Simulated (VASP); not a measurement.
# MoN2 (P4/mbm) in VASP: further runs, part 3 of 3

VASP 6.6.1. The steps go on from the part before.

## (6) Single point, PBE

This run uses another cell than the first one, of the same volume but with other edges.

Input file INCAR:

```
SYSTEM = MoN2
PREC = Accurate ; ENCUT = 520
EDIFF = 1E-6 ; ISMEAR = 0
SIGMA = 0.15 ; LREAL = .False.
LASPH = .True. ; NELM = 100
ALGO = Fast ; ISIF = 2
LWAVE = .False. ; LCHARG = .False.
GGA = PE ; NBANDS = 33
```

Input file KPOINTS:

```
regular mesh
0
Gamma
  12 12 20
  0 0 0
```

Input file POSCAR:

```
MoN2
1.0
    4.4551837637      0.0000000000      0.0000000000
    0.0000000000      4.4551837637      0.0000000000
    0.0000000000      0.0000000000      2.6030942468
Mo N
2 4
Direct
    0.5000000000      0.5000000000      0.0000000000
    0.0000000000      0.0000000000      0.0000000000
    0.8879039728      0.3879039728      0.5000000000
    0.1120960272      0.6120960272      0.5000000000
    0.3879039728      0.1120960272      0.5000000000
    0.6120960272      0.8879039728      0.5000000000
```

Potentials or basis: VASP PAW PBE potentials, release 64 (Mo_sv, N).

Started as:

```bash
> cat potpaw_PBE.64/Mo_sv/POTCAR potpaw_PBE.64/N/POTCAR > POTCAR
> mpirun -np 1 vasp_std > vasp.out
```

OUTCAR:

```text
SYSTEM = MoN2
   PREC = Accurate
   ENCUT = 520
   EDIFF = 1E-6
   ISMEAR = 0
   LREAL = .False.
   LASPH = .True.
   NELM = 100
   ISIF = 2
   GGA = PE

 ion  position               nearest neighbor table
   1  0.500  0.500  0.000-   3 2.22   4 2.22   5 2.22   6 2.22   3 2.22   4 2.22   5 2.22   6 2.22
                             2 3.15   2 3.15   2 3.15   2 3.15
   2  0.000  0.000  0.000-   3 2.22   4 2.22   5 2.22   6 2.22   3 2.22   4 2.22   5 2.22   6 2.22
                             1 3.15   1 3.15   1 3.15   1 3.15
   3  0.888  0.388  0.500-   4 1.41   2 2.22   1 2.22   1 2.22   2 2.22
   4  0.112  0.612  0.500-   3 1.41   2 2.22   1 2.22   1 2.22   2 2.22
   5  0.388  0.112  0.500-   6 1.41   2 2.22   1 2.22   1 2.22   2 2.22
   6  0.612  0.888  0.500-   5 1.41   2 2.22   1 2.22   1 2.22   2 2.22

  LATTYP: Found a simple tetragonal cell.
 ALAT       =     4.4551837637
 C/A-ratio  =     0.5842843718

  Lattice vectors:

 A1 = (   4.4551837637,   0.0000000000,   0.0000000000)
 A2 = (   0.0000000000,   4.4551837637,   0.0000000000)
 A3 = (   0.0000000000,   0.0000000000,   2.6030942468)

Analysis of symmetry for initial positions (statically):
=====================================================================
 Subroutine PRICEL returns:
 Original cell was already a primitive cell.

 Routine SETGRP: Setting up the symmetry group for a
 simple tetragonal supercell.

 Subroutine GETGRP returns: Found 16 space group operations
 (whereof  8 operations were pure point group operations)
 out of a pool of 16 trial point group operations.

The static configuration has the point symmetry C_4h.
 The point group associated with its full space group is D_4h.

Analysis of symmetry for dynamics (positions and initial velocities):
=====================================================================
 Subroutine PRICEL returns:
 Original cell was already a primitive cell.

 Routine SETGRP: Setting up the symmetry group for a
 simple tetragonal supercell.

 Subroutine GETGRP returns: Found 16 space group operations
 (whereof  8 operations were pure point group operations)
 out of a pool of 16 trial point group operations.

The dynamic configuration has the point symmetry C_4h.
 The point group associated with its full space group is D_4h.

 Subroutine INISYM returns: Found 16 space group operations
 (whereof  8 operations are pure point group operations),
 and found     1 'primitive' translations

----------------------------------------------------------------------------------------

                                     Primitive cell

  volume of cell :      51.6679

  direct lattice vectors                    reciprocal lattice vectors
     4.455183764  0.000000000  0.000000000     0.224457633  0.000000000  0.000000000
     0.000000000  4.455183764  0.000000000     0.000000000  0.224457633  0.000000000
     0.000000000  0.000000000  2.603094247     0.000000000  0.000000000  0.384158200

  length of vectors
     4.455183764  4.455183764  2.603094247     0.224457633  0.224457633  0.384158200

  position of ions in fractional coordinates (direct lattice)
     0.500000000  0.500000000  0.000000000
     0.000000000  0.000000000  0.000000000
     0.887903973  0.387903973  0.500000000
[... 42 lines left out ...]
  0.083333  0.000000  0.000000      4.000000
  0.166667  0.000000  0.000000      4.000000
  0.250000  0.000000  0.000000      4.000000
  0.333333  0.000000  0.000000      4.000000
  0.416667  0.000000  0.000000      4.000000
[... 16 lines left out ...]
  0.333333  0.333333  0.000000      4.000000
  0.416667  0.333333  0.000000      8.000000
 [... further k-points ...]
   k-points           NKPTS =    308   k-points in BZ     NKDIM =    308   number of bands    NBANDS=     33
   number of dos      NEDOS =    301   number of ions     NIONS =      6
   total plane-waves  NPLWV =  25920
   dimension x,y,z NGX =    36 NGY =   36 NGZ =   20
   dimension x,y,z NGXF=    72 NGYF=   72 NGZF=   40
   ions per type =               2   4
   NGX,Y,Z   is equivalent  to a cutoff of  13.43, 13.43, 12.77 a.u.
   NGXF,Y,Z  is equivalent  to a cutoff of  26.87, 26.87, 25.55 a.u.
 SYSTEM =  MoN2
   PREC   = accura    normal or accurate (medium, high low for compatibility)
   ISTART =      0    job   : 0-new  1-cont  2-samecut
   ICHARG =      2    charge: 1-file 2-atom 10-const
   ISPIN  =      1    spin polarized calculation?
   LNONCOLLINEAR =      F non collinear calculations
   LSORBIT =      F    spin-orbit coupling
   LASPH  =      T    aspherical Exc in radial PAW
   ENCUT  =  520.0 eV  38.22 Ry    6.18 a.u.   8.28  8.28  4.84*2*pi/ulx,y,z
   NELM   =    100;   NELMIN=  2; NELMDL= -5     # of ELM steps
   EDIFF  = 0.1E-05   stopping-criterion for ELM
   LREAL  =      F    real-space projection
   EDIFFG = 0.1E-04   stopping-criterion for IOM
   NSW    =      0    number of steps for IOM
   IBRION =     -1    ionic relax: 0-MD 1-quasi-New 2-CG
   NFREE  =      0    steps in history (QN), initial steepest desc. (CG)
   ISIF   =      2    stress and relaxation
   ISYM   =      2    0-nonsym 1-usesym 2-fastsym
   POTIM  = 0.5000    time-step for ionic-motion
   TEBEG  =    0.0;   TEEND  =   0.0 temperature during run
   PSTRESS=    0.0 pullay stress
   NELECT =      48.0000    total number of electrons
   NUPDOWN=      -1.0000    fix difference up-down
   EMIN   =  10.00;   EMAX   =-10.00  energy-range for DOS
   EFERMI =   0.00;   METHOD = LEGACY
   ISMEAR =     0;   SIGMA  =   0.15  broadening in eV -4-tet -1-fermi 0-gaus
   EFERMI_NEDOS =   21; number of points for ismear=-14 and -15
   IALGO  =     68    algorithm
   IMIX   =      4    mixing-type and parameters
     AMIX     =   0.40;   BMIX     =  1.00
     AMIX_MAG =   1.60;   BMIX_MAG =  1.00
  volume/ion in A,a.u.               =       8.61        58.11
  Fermi-wavevector in a.u.,A,eV,Ry     =   1.597404  3.018657 34.717995  2.551701
  Thomas-Fermi vector in A             =   2.695016
   LORBIT       =      0    0 simple, 1 ext, 2 COOP (PROOUT), +10 PAW based schemes
   GGA     = PE    functional components
   LHFCALC =     F    Hartree Fock is set to
   AEXX    =    0.0000 exact exchange contribution
   IVDW    =     0    specifies the selected vdW correction
   LEPSILON=     F    determine dielectric tensor
   LRPA    =     F    only Hartree local field effects (RPA)
 non-spin polarized calculation
 RMM-DIIS sequential band-by-band and
 Gauss-broadening in eV      SIGMA  =   0.15
  energy-cutoff  :      520.00
  volume of cell :       51.67
 maximum number of plane-waves:      1413
 NGX is ok and might be reduce to    36

 number of electron      47.9999994 magnetization

 Free energy of the ion-electron system (eV)
  ---------------------------------------------------
  ext. energy  EPLUGINS =         0.00000000
  ---------------------------------------------------
  free energy    TOTEN  =       -54.26764702 eV

  energy without entropy =      -54.24430662  energy(sigma->0) =      -54.25597682

 E-fermi :  12.0749     XC(G=0): -13.7317

 val. band max:       12.0654928555   @ k =   0.3333   0.2500   0.3500
 cond. band min:      12.0760916291   @ k =   0.3333   0.1667   0.4000
 fundamental gap:      0.0105987736
 Fermi energy:        12.0748998955

 k-point     1 :       0.0000    0.0000    0.0000
  band No.  band energies     occupation
      1     -49.8568      2.00000
      2     -49.8116      2.00000
      3     -24.0367      2.00000
      4     -24.0367      2.00000
      5     -23.7549      2.00000
      6     -23.7549      2.00000
[... 853 lines left out ...]
     32      16.1287      0.00000
     33      19.8611      0.00000

 [... further k-points ...]

------------------------ aborting loop because EDIFF is reached ----------------------------------------

  FORCE on cell =-STRESS in cart. coord.  units (eV):
  Direction    XX          YY          ZZ          XY          YZ          ZX
  --------------------------------------------------------------------------------------
  -------------------------------------------------------------------------------------
  Total       -4.8359682     -4.8359682     11.5120454      0.0000000      0.0000000      0.0000000
  in kB     -149.9591210   -149.9591210    356.9784017      0.0000000      0.0000000      0.0000000
  external PRESSURE =      19.0200533 kB  Pullay stress =       0.0000000 kB

 VOLUME and BASIS-vectors are now :
 -----------------------------------------------------------------------------
  energy-cutoff  :      520.00
  volume of cell :       51.67
      direct lattice vectors                 reciprocal lattice vectors
     4.455183764  0.000000000  0.000000000     0.224457633  0.000000000  0.000000000
     0.000000000  4.455183764  0.000000000     0.000000000  0.224457633  0.000000000
     0.000000000  0.000000000  2.603094247     0.000000000  0.000000000  0.384158200

 POSITION                                       TOTAL-FORCE (eV/Angst)
 -----------------------------------------------------------------------------------
      2.22759      2.22759      0.00000        -0.000000      0.000000      0.000000
      0.00000      0.00000      0.00000        -0.000000      0.000000      0.000000
      3.95578      1.72818      1.30155         0.458688      0.458688      0.000000
      0.49941      2.72700      1.30155        -0.458688     -0.458688      0.000000
      1.72818      0.49941      1.30155         0.458688     -0.458688      0.000000
      2.72700      3.95578      1.30155        -0.458688      0.458688     -0.000000
 -----------------------------------------------------------------------------------
    total drift:                                0.000000      0.000000     -0.000000

  FREE ENERGIE OF THE ION-ELECTRON SYSTEM (eV)
  ---------------------------------------------------
  free  energy   TOTEN  =       -54.2676470170 eV

  energy  without entropy=      -54.2443066208  energy(sigma->0) =      -54.25597682
```

OSZICAR:

```text
N       E                     dE             d eps       ncg     rms          rms(c)
DAV:   1     0.426867274611E+03    0.42687E+03   -0.27778E+04 20336   0.152E+03
DAV:   2    -0.414012518935E+02   -0.46827E+03   -0.44322E+03 23704   0.443E+02
DAV:   3    -0.618370014831E+02   -0.20436E+02   -0.19994E+02 24511   0.927E+01
DAV:   4    -0.621340746134E+02   -0.29707E+00   -0.29585E+00 23393   0.106E+01
DAV:   5    -0.621400858032E+02   -0.60112E-02   -0.60068E-02 25430   0.118E+00    0.421E+01
RMM:   6    -0.557819166918E+02    0.63582E+01   -0.29272E+01 22258   0.262E+01    0.118E+01
RMM:   7    -0.543818375098E+02    0.14001E+01   -0.33350E+00 20522   0.127E+01    0.104E+01
RMM:   8    -0.542671674312E+02    0.11467E+00   -0.60442E-01 24474   0.415E+00    0.940E-01
RMM:   9    -0.542666961221E+02    0.47131E-03   -0.93915E-02 26124   0.161E+00    0.304E-01
RMM:  10    -0.542673122545E+02   -0.61613E-03   -0.18323E-02 26964   0.696E-01    0.698E-02
RMM:  11    -0.542675724257E+02   -0.26017E-03   -0.33698E-03 27089   0.287E-01    0.510E-02
RMM:  12    -0.542676319093E+02   -0.59484E-04   -0.61797E-04 27441   0.126E-01    0.201E-02
RMM:  13    -0.542676439833E+02   -0.12074E-04   -0.13370E-04 26765   0.576E-02    0.735E-03
RMM:  14    -0.542676462968E+02   -0.23135E-05   -0.27171E-05 23955   0.269E-02    0.311E-03
RMM:  15    -0.542676470170E+02   -0.72014E-06   -0.62722E-06 18534   0.115E-02
   1 F= -.54267647E+02 E0= -.54255977E+02  d E =-.233404E-01
```

stdout:

```text
POSCAR found type information on POSCAR MoN
 POSCAR found :  2 types and       6 ions
 scaLAPACK will be used
 LDA part: xc-table for (Slater+PW92), standard interpolation
 POSCAR, INCAR and KPOINTS ok, starting setup
 FFT: planning ... GRIDC
 FFT: planning ... GRID_SOFT
 FFT: planning ... GRID
 WAVECAR not read
 entering main loop
```

It took 8.1 min on 1 thread of Oxide Virtual Turin-like, shared host; peak memory 0.44 GiB.

Results:

```yaml
Free_energy: -54.2676 eV
Pressure: 1.9 GPa
Largest_force: 0.649 eV/Å
Band_gap_on_the_k_mesh: zero (bands 24 and 25 overlap by 2.47 eV)
```

Forces in eV/Å, atoms in the order of the input:
```
Mo   0.000  0.000  0.000
Mo   0.000  0.000  0.000
N    0.459  0.459  0.000
N   -0.459 -0.459  0.000
N    0.459 -0.459  0.000
N   -0.459  0.459  0.000
```

Levels at points of the mesh, in eV from the Fermi level:
```tsv
k point	band 22	band 23	band 24	band 25	band 26	band 27
(0.00, 0.00, 0.00)	-2.08	-2.08	-1.34	-0.07	1.27	1.27
(0.50, 0.00, 0.00)	-1.48	-1.17	-1.17	-0.39	-0.39	2.67
(0.50, 0.50, 0.00)	-1.02	0.06	0.06	1.08	1.08	1.57
(0.00, 0.00, 0.50)	-2.30	0.66	0.69	1.96	1.96	1.96
(0.50, 0.00, 0.50)	-2.68	-0.77	-0.77	2.81	2.81	3.05
(0.50, 0.50, 0.50)	-5.11	-1.09	-1.09	2.39	2.39	3.14
```

Caveat: the stress differs along the axes, from -15 to 36 GPa.

## (7) Overview

| cell | gap on the mesh (eV) | pressure (GPa) | largest force (eV/Å) |
| --- | --- | --- | --- |
| a = 4.668, b = 4.668, c = 2.372 Å, 6 atoms | none | 11.8 | 1.76 |
| a = 3.970, b = 3.970, c = 3.278 Å, 6 atoms | none | 20.0 | 2.43 |
| a = 4.574, b = 4.574, c = 2.469 Å, 6 atoms | none | 6.3 | 1.29 |
| a = 4.078, b = 4.078, c = 3.108 Å, 6 atoms | none | 10.8 | 1.75 |
| a = 4.455, b = 4.455, c = 2.603 Å, 6 atoms | none | 1.9 | 0.65 |

Alike in all rows: task single point; level PBE; potentials or basis VASP PAW PBE potentials, release 64 (Mo_sv, N); no spin polarisation; k mesh 12 × 12 × 20; cutoff (eV) 520; smearing gaussian 0.15 eV.

Caveats: forces of over 1 eV/Å act on the atoms, so gaps and moduli don't describe the material at rest (at least some runs); the stress differs along the axes, from -32 to 99 GPa (at least some runs); the standard files for N, O and F lose accuracy on very short bonds (at least some runs); the stress differs along the axes, from -53 to 57 GPa (at least some runs); the stress differs along the axes, from -26 to 71 GPa (at least some runs); the stress differs along the axes, from -53 to 43 GPa (at least some runs); the stress differs along the axes, from -15 to 36 GPa (at least some runs).

Absolute energies hang on the potentials; compare differences alone.
